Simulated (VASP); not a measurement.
A run of VASP 6.6.1 is set up as follows.

File INCAR:

```
  ALGO = Normal
  EDIFF = 1E-6
  ENCUT = 520
  GGA = PE
  ISIF = 2
  ISMEAR = 0
  LASPH = True
  LCHARG = False
  LREAL = False
  LWAVE = False
  NBANDS = 22
  NELM = 80
  PREC = Accurate
  SIGMA = 0.02
```

Contents of KPOINTS:

```
k-points
0
Gamma
  6 6 4
```

File POSCAR:

```
BaLi2S2
1.0
    4.0838022747      0.0000000000      0.0000000000
   -2.0419011374      3.5366765139      0.0000000000
    0.0000000000      0.0000000000      6.9583233252
Ba Li S
1 2 2
Direct
    0.0000000000      0.0000000000      0.0000000000
    0.6666666667      0.3333333333      0.6140142603
    0.3333333333      0.6666666667      0.3859857397
    0.6666666667      0.3333333333      0.2771118849
    0.3333333333      0.6666666667      0.7228881151
```

Potentials or basis: VASP PAW PBE potentials, release 64 (Ba_sv, Li_sv, S).

Run with:

```sh
$ cat potpaw_PBE.64/Ba_sv/POTCAR potpaw_PBE.64/Li_sv/POTCAR potpaw_PBE.64/S/POTCAR > POTCAR
$ mpirun -np 1 vasp_std > vasp.out
```

Task: What does it give for the largest force?

Result: 0.098 eV/Å.

Task: Predict the band gap on the k mesh.

Result: 2.48 eV (least direct gap 2.74 eV).

Forces in eV/Å, atoms in the order of the input:
```
Ba   0.000  0.000  0.000
Li   0.000  0.000  0.002
Li   0.000  0.000 -0.002
S    0.000  0.000  0.098
S    0.000  0.000 -0.098
```

Caveat: spin-orbit coupling is left out, which moves the levels of the heavy elements. A k mesh can miss the band edges.
